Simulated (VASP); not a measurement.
# Ge (Fd-3m) in VASP: density of states with LDA

Aim: the density of states of Ge with LDA.

Everything below comes from runs of VASP 6.6.1. Logs are shortened: lines on timing, memory, paths and dates and some standing lists are left out, and cuts for length are marked.

## Step 1: The cell of the first run

It takes space group Fd-3m (No. 227, cubic). Conventional cell: a = 5.623 Å, b = 5.623 Å, c = 5.623 Å, α = 90.00°, β = 90.00°, γ = 90.00°. Within 3.2 Å of Ge (site symmetry -43m) lie 4 Ge at 2.43 Å.

## Step 2: Density of states, LDA

Input file POSCAR:

```
Ge
1.0
    0.0000000000      2.8113857777      2.8113857777
    2.8113857777      0.0000000000      2.8113857777
    2.8113857777      2.8113857777      0.0000000000
Ge
2
Direct
   -0.1250000000     -0.1250000000     -0.1250000000
    0.1250000000      0.1250000000      0.1250000000
```

Input file INCAR.step1:

```
ALGO = Normal
EDIFF = 1E-6
ENCUT = 520
ISIF = 2
ISMEAR = -1
LASPH = T
LCHARG = T
LREAL = F
LWAVE = F
NBANDS = 21
NELM = 100
PREC = Accurate
SIGMA = 0.1
```

Input file KPOINTS.step1:

```
k-points
0
Gamma
  12 12 12
```

Input file INCAR.step2:

```
ALGO = Normal
EDIFF = 1E-6
ENCUT = 520
ICHARG = 11
ISIF = 2
ISMEAR = -5
LASPH = T
LCHARG = F
LORBIT = 11
LREAL = F
LWAVE = F
NEDOS = 1001
NELM = 100
PREC = Accurate
SIGMA = 0.1
```

Input file KPOINTS.step2:

```
k-points
0
Gamma
  18 18 18
```

Potentials or basis: VASP PAW LDA potentials, release 64 (Ge_d).

Command:

```sh
$ cat potpaw_LDA.64/Ge_d/POTCAR > POTCAR
$ cp INCAR.step1 INCAR
$ cp KPOINTS.step1 KPOINTS
$ mpirun -np 1 vasp_std > vasp.out
$ cp INCAR.step2 INCAR
$ cp KPOINTS.step2 KPOINTS
$ mpirun -np 1 vasp_std > vasp.out
```

OUTCAR:

```text
EDIFF = 1E-6
   ENCUT = 520
   ICHARG = 11
   ISIF = 2
   ISMEAR = -5
   LASPH = T
   LORBIT = 11
   LREAL = F
   NELM = 100
   PREC = Accurate

 ion  position               nearest neighbor table
   1  0.875  0.875  0.875-   2 2.43   2 2.43   2 2.43   2 2.43
   2  0.125  0.125  0.125-   1 2.43   1 2.43   1 2.43   1 2.43

  LATTYP: Found a face centered cubic cell.
 ALAT       =     5.6227715554

  Lattice vectors:

 A1 = (   0.0000000000,   2.8113857777,   2.8113857777)
 A2 = (   2.8113857777,   0.0000000000,   2.8113857777)
 A3 = (   2.8113857777,   2.8113857777,   0.0000000000)

Analysis of symmetry for initial positions (statically):
=====================================================================
 Subroutine PRICEL returns:
 Original cell was already a primitive cell.

 Routine SETGRP: Setting up the symmetry group for a
 face centered cubic supercell.

 Subroutine GETGRP returns: Found 48 space group operations
 (whereof 12 operations were pure point group operations)
 out of a pool of 48 trial point group operations.

The static configuration has the point symmetry D_3d.
 The point group associated with its full space group is O_h .

Analysis of symmetry for dynamics (positions and initial velocities):
=====================================================================
 Subroutine PRICEL returns:
 Original cell was already a primitive cell.

 Routine SETGRP: Setting up the symmetry group for a
 face centered cubic supercell.

 Subroutine GETGRP returns: Found 48 space group operations
 (whereof 12 operations were pure point group operations)
 out of a pool of 48 trial point group operations.

The dynamic configuration has the point symmetry D_3d.
 The point group associated with its full space group is O_h .

 Subroutine INISYM returns: Found 48 space group operations
 (whereof 12 operations are pure point group operations),
 and found     1 'primitive' translations

----------------------------------------------------------------------------------------

                                     Primitive cell

  volume of cell :      44.4418

  direct lattice vectors                    reciprocal lattice vectors
     0.000000000  2.811385778  2.811385778    -0.177848236  0.177848236  0.177848236
     2.811385778  0.000000000  2.811385778     0.177848236 -0.177848236  0.177848236
     2.811385778  2.811385778  0.000000000     0.177848236  0.177848236 -0.177848236

  length of vectors
     3.975899896  3.975899896  3.975899896     0.308042180  0.308042180  0.308042180

  position of ions in fractional coordinates (direct lattice)
     0.875000000  0.875000000  0.875000000
     0.125000000  0.125000000  0.125000000

  ion indices of the primitive-cell ions
   primitive index   ion index
                 1           1
                 2           2

----------------------------------------------------------------------------------------

 KPOINTS: k-points

Automatic generation of k-mesh.
 Grid dimensions read from file:
 generate k-points for:   18   18   18

 Generating k-lattice:

  Cartesian coordinates                     Fractional coordinates (reciprocal lattice)
    -0.009880458  0.009880458  0.009880458     0.055555556  0.000000000  0.000000000
     0.009880458 -0.009880458  0.009880458     0.000000000  0.055555556  0.000000000
     0.009880458  0.009880458 -0.009880458     0.000000000  0.000000000  0.055555556

  Length of vectors
     0.017113454  0.017113454  0.017113454

  Shift w.r.t. Gamma in fractional coordinates (k-lattice)
     0.000000000  0.000000000  0.000000000

 TETIRR: Found    806 inequivalent tetrahedra from    34992

 Subroutine IBZKPT returns following result:
 ===========================================

 Found    195 irreducible k-points:

 Following reciprocal coordinates:
            Coordinates               Weight
  0.000000  0.000000  0.000000      1.000000
  0.055556  0.000000  0.000000      8.000000
  0.111111  0.000000  0.000000      8.000000
  0.166667  0.000000  0.000000      8.000000
  0.222222  0.000000  0.000000      8.000000
  0.277778  0.000000  0.000000      8.000000
[... 16 lines left out ...]
 -0.277778  0.055556  0.000000     24.000000
 -0.222222  0.055556  0.000000     24.000000
 [... further k-points ...]
   k-points           NKPTS =    195   k-points in BZ     NKDIM =    195   number of bands    NBANDS=     18
   number of dos      NEDOS =   1001   number of ions     NIONS =      2
   total plane-waves  NPLWV =  27000
   dimension x,y,z NGX =    30 NGY =   30 NGZ =   30
   dimension x,y,z NGXF=    60 NGYF=   60 NGZF=   60
   ions per type =               2
   NGX,Y,Z   is equivalent  to a cutoff of  12.54, 12.54, 12.54 a.u.
   NGXF,Y,Z  is equivalent  to a cutoff of  25.09, 25.09, 25.09 a.u.
 SYSTEM =  unknown system
   PREC   = accura    normal or accurate (medium, high low for compatibility)
   ISTART =      0    job   : 0-new  1-cont  2-samecut
   ICHARG =     11    charge: 1-file 2-atom 10-const
   ISPIN  =      1    spin polarized calculation?
   LNONCOLLINEAR =      F non collinear calculations
   LSORBIT =      F    spin-orbit coupling
   LASPH  =      T    aspherical Exc in radial PAW
   ENCUT  =  520.0 eV  38.22 Ry    6.18 a.u.   7.39  7.39  7.39*2*pi/ulx,y,z
   NELM   =    100;   NELMIN=  2; NELMDL=  0     # of ELM steps
   EDIFF  = 0.1E-05   stopping-criterion for ELM
   LREAL  =      F    real-space projection
   EDIFFG = 0.1E-04   stopping-criterion for IOM
   NSW    =      0    number of steps for IOM
   IBRION =     -1    ionic relax: 0-MD 1-quasi-New 2-CG
   NFREE  =      0    steps in history (QN), initial steepest desc. (CG)
   ISIF   =      2    stress and relaxation
   ISYM   =      2    0-nonsym 1-usesym 2-fastsym
   POTIM  = 0.5000    time-step for ionic-motion
   TEBEG  =    0.0;   TEEND  =   0.0 temperature during run
   PSTRESS=    0.0 pullay stress
   NELECT =      28.0000    total number of electrons
   NUPDOWN=      -1.0000    fix difference up-down
   EMIN   =  10.00;   EMAX   =-10.00  energy-range for DOS
   EFERMI =   0.00;   METHOD = LEGACY
   ISMEAR =    -5;   SIGMA  =   0.10  broadening in eV -4-tet -1-fermi 0-gaus
   EFERMI_NEDOS =   21; number of points for ismear=-14 and -15
   IALGO  =     38    algorithm
   IMIX   =      4    mixing-type and parameters
     AMIX     =   0.40;   BMIX     =  1.00
     AMIX_MAG =   1.60;   BMIX_MAG =  1.00
  volume/ion in A,a.u.               =      22.22       149.95
  Fermi-wavevector in a.u.,A,eV,Ry     =   1.403450  2.652137 26.799028  1.969673
  Thomas-Fermi vector in A             =   2.526111
   LORBIT       =     11    0 simple, 1 ext, 2 COOP (PROOUT), +10 PAW based schemes
   GGA     = CA    functional components
   LHFCALC =     F    Hartree Fock is set to
   AEXX    =    0.0000 exact exchange contribution
   IVDW    =     0    specifies the selected vdW correction
   LEPSILON=     F    determine dielectric tensor
   LRPA    =     F    only Hartree local field effects (RPA)
 non-spin polarized calculation
 Fermi weights with tetrahedron method with Bloechl corrections
  energy-cutoff  :      520.00
  volume of cell :       44.44
 maximum number of plane-waves:      1243
 NGX is ok and might be reduce to    30

 number of electron      27.9999982 magnetization

 Free energy of the ion-electron system (eV)
  ---------------------------------------------------
  ext. energy  EPLUGINS =         0.00000000
  ---------------------------------------------------
  free energy    TOTEN  =       -10.39414806 eV

  energy without entropy =      -10.39414806  energy(sigma->0) =      -10.39414806

 E-fermi :   4.9213     XC(G=0): -10.3770

 val. band max:        4.9037658701   @ k =   0.0000   0.0000   0.0000
 cond. band min:       4.9328663493   @ k =   0.0000   0.0000   0.0000
 fundamental gap:      0.0291004791
 Fermi energy:         4.9212865175

 k-point     1 :       0.0000    0.0000    0.0000
  band No.  band energies     occupation
      1     -20.0606      2.00000
      2     -20.0606      2.00000
      3     -20.0606      2.00000
      4     -20.0217      2.00000
      5     -20.0217      2.00000
      6     -19.8018      2.00000
[... 10 lines left out ...]
     17       7.4434      0.00000
     18       7.4434      0.00000

 k-point     2 :       0.0556    0.0000    0.0000
  band No.  band energies     occupation
      1     -20.0628      2.00000
      2     -20.0628      2.00000
      3     -20.0601      2.00000
      4     -20.0188      2.00000
      5     -20.0188      2.00000
      6     -19.8052      2.00000
[... 10 lines left out ...]
     17       7.5506      0.00000
     18       7.6024      0.00000

 k-point     3 :       0.1111    0.0000    0.0000
  band No.  band energies     occupation
      1     -20.0677      2.00000
      2     -20.0676      2.00000
      3     -20.0585      2.00000
      4     -20.0118      2.00000
      5     -20.0118      2.00000
      6     -19.8118      2.00000
[... 10 lines left out ...]
     17       7.8203      0.00000
     18       8.1830      0.00000

 k-point     4 :       0.1667    0.0000    0.0000
  band No.  band energies     occupation
      1     -20.0730      2.00000
      2     -20.0730      2.00000
      3     -20.0561      2.00000
      4     -20.0034      2.00000
      5     -20.0034      2.00000
      6     -19.8187      2.00000
[... 10 lines left out ...]
     17       8.1476      0.00000
     18       9.0570      0.00000

 k-point     5 :       0.2222    0.0000    0.0000
  band No.  band energies     occupation
      1     -20.0776      2.00000
      2     -20.0776      2.00000
      3     -20.0532      2.00000
      4     -19.9953      2.00000
      5     -19.9953      2.00000
      6     -19.8249      2.00000
[... 10 lines left out ...]
     17       8.4330      0.00000
     18      10.0297      0.00000

 k-point     6 :       0.2778    0.0000    0.0000
  band No.  band energies     occupation
      1     -20.0812      2.00000
      2     -20.0812      2.00000
      3     -20.0500      2.00000
      4     -19.9885      2.00000
      5     -19.9885      2.00000
      6     -19.8297      2.00000
[... 10 lines left out ...]
     17       8.6110      0.00000
     18      11.0300      0.00000

 k-point     7 :       0.3333    0.0000    0.0000
  band No.  band energies     occupation
      1     -20.0837      2.00000
      2     -20.0837      2.00000
      3     -20.0469      2.00000
      4     -19.9834      2.00000
      5     -19.9834      2.00000
      6     -19.8331      2.00000
[... 10 lines left out ...]
     17       8.6763      0.00000
     18      11.8955      0.00000

 k-point     8 :       0.3889    0.0000    0.0000
  band No.  band energies     occupation
      1     -20.0852      2.00000
      2     -20.0852      2.00000
      3     -20.0445      2.00000
      4     -19.9801      2.00000
      5     -19.9801      2.00000
      6     -19.8350      2.00000
[... 10 lines left out ...]
     17       8.6724      0.00000
     18      12.0197      0.00000
[... 229 lines left out ...]
     17       8.7939      0.00000
     18      12.0720      0.00000

 k-point    20 :      -0.4444    0.0556    0.0000
  band No.  band energies     occupation
      1     -20.0890      2.00000
      2     -20.0874      2.00000
      3     -20.0382      2.00000
      4     -19.9776      2.00000
      5     -19.9745      2.00000
      6     -19.8400      2.00000
[... 10 lines left out ...]
     17       8.7314      0.00000
     18      12.0902      0.00000

 k-point    21 :      -0.3889    0.0556    0.0000
  band No.  band energies     occupation
      1     -20.0875      2.00000
      2     -20.0875      2.00000
      3     -20.0399      2.00000
      4     -19.9804      2.00000
      5     -19.9745      2.00000
      6     -19.8415      2.00000
[... 10 lines left out ...]
     17       8.6856      0.00000
     18      12.1053      0.00000

 k-point    22 :      -0.3333    0.0556    0.0000
  band No.  band energies     occupation
      1     -20.0869      2.00000
      2     -20.0852      2.00000
      3     -20.0429      2.00000
      4     -19.9842      2.00000
      5     -19.9763      2.00000
      6     -19.8414      2.00000
[... 10 lines left out ...]
     17       8.7674      0.00000
     18      11.8715      0.00000

 k-point    23 :      -0.2778    0.0556    0.0000
  band No.  band energies     occupation
      1     -20.0852      2.00000
      2     -20.0820      2.00000
      3     -20.0468      2.00000
      4     -19.9892      2.00000
      5     -19.9805      2.00000
      6     -19.8393      2.00000
[... 10 lines left out ...]
     17       8.7847      0.00000
     18      11.1489      0.00000

 k-point    24 :      -0.2222    0.0556    0.0000
  band No.  band energies     occupation
      1     -20.0822      2.00000
      2     -20.0778      2.00000
      3     -20.0510      2.00000
      4     -19.9954      2.00000
      5     -19.9870      2.00000
      6     -19.8350      2.00000
[... 10 lines left out ...]
     17       8.6545      0.00000
     18      10.3228      0.00000

 [... further k-points ...]
[... 5 lines left out ...]
  --------------------------------------------------------------------------------------
  -------------------------------------------------------------------------------------
  Total        0.0150525      0.0150525      0.0150525     -0.0000000      0.0000000      0.0000000
  in kB        0.5426603      0.5426603      0.5426603     -0.0000000      0.0000000      0.0000000
  external PRESSURE =       0.5426603 kB  Pullay stress =       0.0000000 kB

 VOLUME and BASIS-vectors are now :
 -----------------------------------------------------------------------------
  energy-cutoff  :      520.00
  volume of cell :       44.44
      direct lattice vectors                 reciprocal lattice vectors
     0.000000000  2.811385778  2.811385778    -0.177848236  0.177848236  0.177848236
     2.811385778  0.000000000  2.811385778     0.177848236 -0.177848236  0.177848236
     2.811385778  2.811385778  0.000000000     0.177848236  0.177848236 -0.177848236

 POSITION                                       TOTAL-FORCE (eV/Angst)
 -----------------------------------------------------------------------------------
      4.91993      4.91993      4.91993        -0.000000     -0.000000     -0.000000
      0.70285      0.70285      0.70285         0.000000      0.000000      0.000000
 -----------------------------------------------------------------------------------
    total drift:                               -0.000000      0.000000      0.000000

  FREE ENERGIE OF THE ION-ELECTRON SYSTEM (eV)
  ---------------------------------------------------
  free  energy   TOTEN  =       -10.3941480620 eV

  energy  without entropy=      -10.3941480620  energy(sigma->0) =      -10.39414806

 total charge

# of ion       s       p       d       tot
------------------------------------------
    1        1.139   1.283  10.026  12.448
    2        1.139   1.283  10.026  12.448
--------------------------------------------------
tot          2.278   2.566  20.052  24.897
```

Wall time 65 s (1 thread of Intel Xeon 6975P-C (Granite Rapids), shared host); peak memory 0.24 GiB.

Results:

```yaml
Valence_electrons_inside_the_program's_atomic_spheres: Ge 12.45
```

Levels at points of the mesh, in eV from the valence-band top:
| k point | band 10 | band 11 | band 12 | band 13 | band 14 | band 15 | band 16 | band 17 | band 18 |
| --- | --- | --- | --- | --- | --- | --- | --- | --- | --- |
| (0.00, 0.00, 0.00) | -24.69 | -12.94 | 0.00 | 0.00 | 0.00 | 0.03 | 2.54 | 2.54 | 2.54 |
| (0.50, 0.00, 0.00) | -24.66 | -10.81 | -7.72 | -1.43 | -1.43 | 0.13 | 3.73 | 3.73 | 6.98 |
| (0.50, 0.50, 0.00) | -24.65 | -8.99 | -8.99 | -3.14 | -3.14 | 0.65 | 0.65 | 9.57 | 9.57 |
